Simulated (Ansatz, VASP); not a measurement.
**C in VASP and in Ansatz**

The input INCAR:

```
SYSTEM = C
PREC = Accurate
ENCUT = 1300
EDIFF = 1E-6
ISMEAR = 0
SIGMA = 0.05
LREAL = .False.
LASPH = .True.
NELM = 120
ALGO = Normal
ISIF = 2
LWAVE = .False.
LCHARG = .False.
NBANDS = 11
GGA_COMPAT = .False.
```

KPOINTS

```
Automatic mesh
0
Gamma
  12 12 12
  0 0 0
```

The input POSCAR:

```
C
1.0
    0.0000000000      1.7376160000      1.8234542304
    1.7376160000      0.0000000000      1.8234542304
    1.7376160000      1.7376160000      0.0000000000
C
2
Direct
    0.5000000000      0.5000000000      0.5000000000
    0.7500000000      0.7500000000      0.7500000000
```

Input for Ansatz:

```yaml
crystal:
  lattice:
    - [0.0, 1.737616, 1.8234542304]
    - [1.737616, 0.0, 1.8234542304]
    - [1.737616, 1.737616, 0.0]
  atoms:
    - { symbol: C, position: [0.5, 0.5, 0.5] }
    - { symbol: C, position: [0.75, 0.75, 0.75] }
basis:
  ecutwfc: 520.0
kpoints:
  mp_grid: { grid: [12, 12, 12] }
hamiltonian:
  xc: lda
  pseudopotentials: { kind: paw, azcp: { folder: soft_1 } }
scf:
  occupations: { method: gaussian, width: 0.05 }
output:
  forces: true
  stress: true
  eigenvalues: true
```

Alike in both runs: task single point; functional LDA; k mesh 12 × 12 × 12; occupations gaussian, width 0.05 eV; no spin polarisation.

|  | VASP | Ansatz |
| --- | --- | --- |
| version | VASP 6.6.1 | Ansatz 0.2.0 |
| potentials or method | VASP PAW LDA potentials, release 64 (C_h), cutoff 1300 eV | scalar-relativistic, plane waves, PAW |
| valence electrons in the cell | 8 | 8 |

VASP gave:

| Property | Result |
| --- | --- |
| gap on the k mesh at the Fermi level (eV) | 3.58 |
| least direct gap on the mesh (eV) | 5.19 |
| pressure (GPa) | 1.0 |
| traceless stress, the component that is largest in VASP (GPa) | -32.22 |

**Question.** What did Ansatz give for the same quantities?

**Answer.** gap on the k mesh at the Fermi level (eV): 3.59; least direct gap on the mesh (eV): 5.19; pressure (GPa): 0.0; traceless stress, the component that is largest in VASP (GPa): -32.24.

Ansatz warns that its potentials were made for another functional, while VASP's fit it. LDA's correlation is that of Perdew and Zunger in VASP and of Perdew and Wang (1992) in Ansatz.
